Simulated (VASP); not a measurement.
# Ca (Fm-3m) in VASP: a series of runs

Ca is run at these levels: r2SCAN; tasks: single point, relaxation of cell and atoms.

All numbers are computed with VASP 6.6.1; they aren't measurements. Logs are shortened: lines on timing, memory, paths and dates and some standing lists are left out, and cuts for length are marked.

## (1) The cell of the first run

It takes space group Fm-3m (No. 225, cubic). Conventional cell: a = 5.565 Å, b = 5.565 Å, c = 5.565 Å, α = 90.00°, β = 90.00°, γ = 90.00°. Ca (site symmetry m-3m) has 12 Ca at 3.93 Å within 5.2 Å.

## (2) Single point, r2SCAN

POSCAR

```
Ca
1.0
    0.0000000000      2.7824617429      2.7824617429
    2.7824617429      0.0000000000      2.7824617429
    2.7824617429      2.7824617429      0.0000000000
Ca
1
Direct
    0.0000000000      0.0000000000      0.0000000000
```

INCAR.step1

```
PREC = Accurate
ENCUT = 520
ISMEAR = -1
SIGMA = 0.1
LREAL = False
LASPH = True
NELM = 100
NBANDS = 11
GGA = PE
ALGO = Normal
EDIFF = 1E-4
LWAVE = True
LCHARG = False
```

INCAR.step2

```
PREC = Accurate
ENCUT = 520
EDIFF = 1E-6
ISMEAR = -1
SIGMA = 0.1
LREAL = False
LASPH = True
NELM = 100
ALGO = Normal
ISIF = 2
LWAVE = False
LCHARG = False
METAGGA = R2SCAN
LMIXTAU = True
NBANDS = 11
ISTART = 1
```

KPOINTS

```
regular mesh
0
Gamma
  6 6 6
```

Potentials or basis: VASP PAW PBE potentials, release 64 (Ca_sv).

The run is started by

```sh
cat potpaw_PBE.64/Ca_sv/POTCAR > POTCAR
cp INCAR.step1 INCAR
mpirun -np 1 vasp_std > vasp.out
cp INCAR.step2 INCAR
mpirun -np 1 vasp_std > vasp.out
```

OUTCAR:

```text
PREC = Accurate
   ENCUT = 520
   EDIFF = 1E-6
   ISMEAR = -1
   LREAL = False
   LASPH = True
   NELM = 100
   ISIF = 2
   METAGGA = R2SCAN
   ISTART = 1

 ion  position               nearest neighbor table
   1  0.000  0.000  0.000-

  LATTYP: Found a face centered cubic cell.
 ALAT       =     5.5649234858

  Lattice vectors:

 A1 = (   0.0000000000,   2.7824617429,   2.7824617429)
 A2 = (   2.7824617429,   0.0000000000,   2.7824617429)
 A3 = (   2.7824617429,   2.7824617429,   0.0000000000)

Analysis of symmetry for initial positions (statically):
=====================================================================
 Subroutine PRICEL returns:
 Original cell was already a primitive cell.

 Routine SETGRP: Setting up the symmetry group for a
 face centered cubic supercell.

 Subroutine GETGRP returns: Found 48 space group operations
 (whereof 48 operations were pure point group operations)
 out of a pool of 48 trial point group operations.

The static configuration has the point symmetry O_h .

Analysis of symmetry for dynamics (positions and initial velocities):
=====================================================================
 Subroutine PRICEL returns:
 Original cell was already a primitive cell.

 Routine SETGRP: Setting up the symmetry group for a
 face centered cubic supercell.

 Subroutine GETGRP returns: Found 48 space group operations
 (whereof 48 operations were pure point group operations)
 out of a pool of 48 trial point group operations.

The dynamic configuration has the point symmetry O_h .

 Subroutine INISYM returns: Found 48 space group operations
 (whereof 48 operations are pure point group operations),
 and found     1 'primitive' translations

----------------------------------------------------------------------------------------

                                     Primitive cell

  volume of cell :      43.0842

  direct lattice vectors                    reciprocal lattice vectors
     0.000000000  2.782461743  2.782461743    -0.179696990  0.179696990  0.179696990
     2.782461743  0.000000000  2.782461743     0.179696990 -0.179696990  0.179696990
     2.782461743  2.782461743  0.000000000     0.179696990  0.179696990 -0.179696990

  length of vectors
     3.934995134  3.934995134  3.934995134     0.311244317  0.311244317  0.311244317

  position of ions in fractional coordinates (direct lattice)
     0.000000000  0.000000000  0.000000000

  ion indices of the primitive-cell ions
   primitive index   ion index
                 1           1

----------------------------------------------------------------------------------------

 KPOINTS: regular mesh

Automatic generation of k-mesh.
 Grid dimensions read from file:
 generate k-points for:    6    6    6

 Generating k-lattice:

  Cartesian coordinates                     Fractional coordinates (reciprocal lattice)
    -0.029949498  0.029949498  0.029949498     0.166666667  0.000000000  0.000000000
     0.029949498 -0.029949498  0.029949498     0.000000000  0.166666667  0.000000000
     0.029949498  0.029949498 -0.029949498     0.000000000  0.000000000  0.166666667

  Length of vectors
     0.051874053  0.051874053  0.051874053

  Shift w.r.t. Gamma in fractional coordinates (k-lattice)
     0.000000000  0.000000000  0.000000000

 Subroutine IBZKPT returns following result:
 ===========================================

 Found     16 irreducible k-points:

 Following reciprocal coordinates:
            Coordinates               Weight
  0.000000  0.000000  0.000000      1.000000
  0.166667  0.000000  0.000000      8.000000
  0.333333  0.000000  0.000000      8.000000
  0.500000  0.000000  0.000000      4.000000
  0.166667  0.166667  0.000000      6.000000
  0.333333  0.166667  0.000000     24.000000
[... 8 lines left out ...]
 -0.333333  0.333333  0.166667     24.000000
 -0.333333  0.500000  0.166667     12.000000
   k-points           NKPTS =     16   k-points in BZ     NKDIM =     16   number of bands    NBANDS=     11
   number of dos      NEDOS =    301   number of ions     NIONS =      1
   total plane-waves  NPLWV =  27000
   dimension x,y,z NGX =    30 NGY =   30 NGZ =   30
   dimension x,y,z NGXF=    60 NGYF=   60 NGZF=   60
   ions per type =               1
   NGX,Y,Z   is equivalent  to a cutoff of  12.67, 12.67, 12.67 a.u.
   NGXF,Y,Z  is equivalent  to a cutoff of  25.35, 25.35, 25.35 a.u.
 SYSTEM =  unknown system
   PREC   = accura    normal or accurate (medium, high low for compatibility)
   ISTART =      1    job   : 0-new  1-cont  2-samecut
   ICHARG =      0    charge: 1-file 2-atom 10-const
   ISPIN  =      1    spin polarized calculation?
   LNONCOLLINEAR =      F non collinear calculations
   LSORBIT =      F    spin-orbit coupling
   LASPH  =      T    aspherical Exc in radial PAW
   ENCUT  =  520.0 eV  38.22 Ry    6.18 a.u.   7.32  7.32  7.32*2*pi/ulx,y,z
   NELM   =    100;   NELMIN=  2; NELMDL=  0     # of ELM steps
   EDIFF  = 0.1E-05   stopping-criterion for ELM
   LREAL  =      F    real-space projection
   EDIFFG = 0.1E-04   stopping-criterion for IOM
   NSW    =      0    number of steps for IOM
   IBRION =     -1    ionic relax: 0-MD 1-quasi-New 2-CG
   NFREE  =      0    steps in history (QN), initial steepest desc. (CG)
   ISIF   =      2    stress and relaxation
   ISYM   =      2    0-nonsym 1-usesym 2-fastsym
   POTIM  = 0.5000    time-step for ionic-motion
   TEBEG  =    0.0;   TEEND  =   0.0 temperature during run
   PSTRESS=    0.0 pullay stress
   NELECT =      10.0000    total number of electrons
   NUPDOWN=      -1.0000    fix difference up-down
   EMIN   =  10.00;   EMAX   =-10.00  energy-range for DOS
   EFERMI =   0.00;   METHOD = LEGACY
   ISMEAR =    -1;   SIGMA  =   0.10  broadening in eV -4-tet -1-fermi 0-gaus
   EFERMI_NEDOS =   21; number of points for ismear=-14 and -15
   IALGO  =     38    algorithm
   IMIX   =      4    mixing-type and parameters
     AMIX     =   0.40;   BMIX     =  1.00
     AMIX_MAG =   1.60;   BMIX_MAG =  1.00
  volume/ion in A,a.u.               =      43.08       290.75
  Fermi-wavevector in a.u.,A,eV,Ry     =   1.006087  1.901229 13.771973  1.012211
  Thomas-Fermi vector in A             =   2.138808
   LORBIT       =      0    0 simple, 1 ext, 2 COOP (PROOUT), +10 PAW based schemes
   METAGGA = R2SCAN    functional components
   LHFCALC =     F    Hartree Fock is set to
   AEXX    =    0.0000 exact exchange contribution
   IVDW    =     0    specifies the selected vdW correction
   LEPSILON=     F    determine dielectric tensor
   LRPA    =     F    only Hartree local field effects (RPA)
 non-spin polarized calculation
  energy-cutoff  :      520.00
  volume of cell :       43.08
 maximum number of plane-waves:      1211
 NGX is ok and might be reduce to    30
   NGX = 15   NGY = 15   NGZ = 15

 number of electron       9.9999998 magnetization

 Free energy of the ion-electron system (eV)
  ---------------------------------------------------
  ext. energy  EPLUGINS =         0.00000000
  ---------------------------------------------------
  free energy    TOTEN  =        -7.03724786 eV

  energy without entropy =       -6.98693257  energy(sigma->0) =       -7.01209022

 E-fermi :   1.9726     XC(G=0):  -8.1481

 val. band max:        1.9055577970   @ k =  -0.3333   0.3333   0.1667
 cond. band min:       1.9794002453   @ k =  -0.3333   0.5000   0.1667
 fundamental gap:      0.0738424484
 Fermi energy:         1.9725590875

 k-point     1 :       0.0000    0.0000    0.0000
  band No.  band energies     occupation
      1     -41.8943      2.00000
      2     -21.9265      2.00000
      3     -21.9265      2.00000
      4     -21.9264      2.00000
      5      -2.3308      2.00000
      6       4.6037      0.00000
      7       4.6037      0.00000
      8       4.6037      0.00000
      9       5.7090      0.00000
     10       5.7090      0.00000
     11      11.4283      0.00000

 k-point     2 :       0.1667    0.0000    0.0000
  band No.  band energies     occupation
      1     -41.8911      2.00000
      2     -21.9609      2.00000
      3     -21.9311      2.00000
      4     -21.9311      2.00000
      5      -1.8441      2.00000
      6       4.0784      0.00000
      7       4.7381      0.00000
      8       4.7382      0.00000
      9       5.6115      0.00000
     10       5.6115      0.00000
     11      11.0562      0.00000

 k-point     3 :       0.3333    0.0000    0.0000
  band No.  band energies     occupation
      1     -41.8845      2.00000
      2     -22.0290      2.00000
      3     -21.9404      2.00000
      4     -21.9404      2.00000
      5      -0.5147      2.00000
      6       2.9291      0.00014
      7       4.6176      0.00000
      8       4.6176      0.00000
      9       5.9984      0.00000
     10       5.9985      0.00000
     11       8.6109      0.00000

 k-point     4 :       0.5000    0.0000    0.0000
  band No.  band energies     occupation
      1     -41.8812      2.00000
      2     -22.0626      2.00000
      3     -21.9451      2.00000
      4     -21.9450      2.00000
      5       0.9809      1.99990
      6       1.6216      1.94191
      7       4.4627      0.00000
      8       4.4627      0.00000
      9       6.4138      0.00000
     10       6.4138      0.00000
     11       7.5925      0.00000

 k-point     5 :       0.1667    0.1667    0.0000
  band No.  band energies     occupation
      1     -41.8900      2.00000
      2     -21.9598      2.00000
      3     -21.9388      2.00000
      4     -21.9388      2.00000
      5      -1.6851      2.00000
      6       3.9905      0.00000
      7       4.8563      0.00000
      8       4.8563      0.00000
      9       5.0732      0.00000
     10       5.8699      0.00000
     11      12.0970      0.00000
[... 99 lines left out ...]
 k-point    13 :       0.5000    0.5000    0.0000
  band No.  band energies     occupation
      1     -41.8769      2.00000
      2     -22.0545      2.00000
      3     -21.9759      2.00000
      4     -21.9759      2.00000
      5       1.5359      1.97493
      6       2.6899      0.00153
      7       2.8227      0.00041
      8       6.3996      0.00000
      9       6.6022      0.00000
     10       6.6023      0.00000
     11       8.3496      0.00000

 k-point    14 :       0.5000    0.3333    0.1667
  band No.  band energies     occupation
      1     -41.8801      2.00000
      2     -22.0277      2.00000
      3     -21.9814      2.00000
      4     -21.9567      2.00000
      5       0.5356      2.00000
      6       2.9446      0.00012
      7       3.4757      0.00000
      8       5.1938      0.00000
      9       5.7930      0.00000
     10       6.6688      0.00000
     11       8.6124      0.00000

 k-point    15 :      -0.3333    0.3333    0.1667
  band No.  band energies     occupation
      1     -41.8779      2.00000
      2     -22.0319      2.00000
      3     -21.9978      2.00000
      4     -21.9644      2.00000
      5       1.9056      1.32301
      6       2.0974      0.44579
      7       3.2310      0.00001
      8       5.0044      0.00000
      9       6.2343      0.00000
     10       7.0524      0.00000
     11       7.2526      0.00000

 k-point    16 :      -0.3333    0.5000    0.1667
  band No.  band energies     occupation
      1     -41.8769      2.00000
      2     -22.0349      2.00000
      3     -21.9956      2.00000
      4     -21.9768      2.00000
      5       1.9794      0.96581
      6       2.6754      0.00177
      7       2.7384      0.00094
      8       5.2218      0.00000
      9       6.6039      0.00000
     10       7.0463      0.00000
     11       7.7217      0.00000

------------------------ aborting loop because EDIFF is reached ----------------------------------------

  FORCE on cell =-STRESS in cart. coord.  units (eV):
  Direction    XX          YY          ZZ          XY          YZ          ZX
  --------------------------------------------------------------------------------------
  -------------------------------------------------------------------------------------
  Total        0.0130312      0.0130312      0.0130312      0.0000000     -0.0000000      0.0000000
  in kB        0.4845940      0.4845940      0.4845940      0.0000000     -0.0000000      0.0000000
  external PRESSURE =       0.4845940 kB  Pullay stress =       0.0000000 kB

 VOLUME and BASIS-vectors are now :
 -----------------------------------------------------------------------------
  energy-cutoff  :      520.00
  volume of cell :       43.08
      direct lattice vectors                 reciprocal lattice vectors
     0.000000000  2.782461743  2.782461743    -0.179696990  0.179696990  0.179696990
     2.782461743  0.000000000  2.782461743     0.179696990 -0.179696990  0.179696990
     2.782461743  2.782461743  0.000000000     0.179696990  0.179696990 -0.179696990

 POSITION                                       TOTAL-FORCE (eV/Angst)
 -----------------------------------------------------------------------------------
      0.00000      0.00000      0.00000         0.000000      0.000000      0.000000
 -----------------------------------------------------------------------------------
    total drift:                               -0.000000     -0.000000      0.000000

  FREE ENERGIE OF THE ION-ELECTRON SYSTEM (eV)
  ---------------------------------------------------
  free  energy   TOTEN  =        -7.0372478609 eV

  energy  without entropy=       -6.9869325707  energy(sigma->0) =       -7.01209022
```

Wall time 72 s (1 thread of AMD EPYC 7R13, shared host); peak memory 0.17 GiB.

Results:

```
Free energy            : -7.0372 eV
Pressure               : 0.0 GPa
Band gap on the k mesh : zero (bands 5 and 6 overlap by 0.36 eV)
```

Caveat: the PAW data sets were made with another functional, which shifts forces and pressure a little.

(Part 1 of 2 ends here.)

The gap in the log of VASP goes by the Fermi energy; the results here count the filled bands.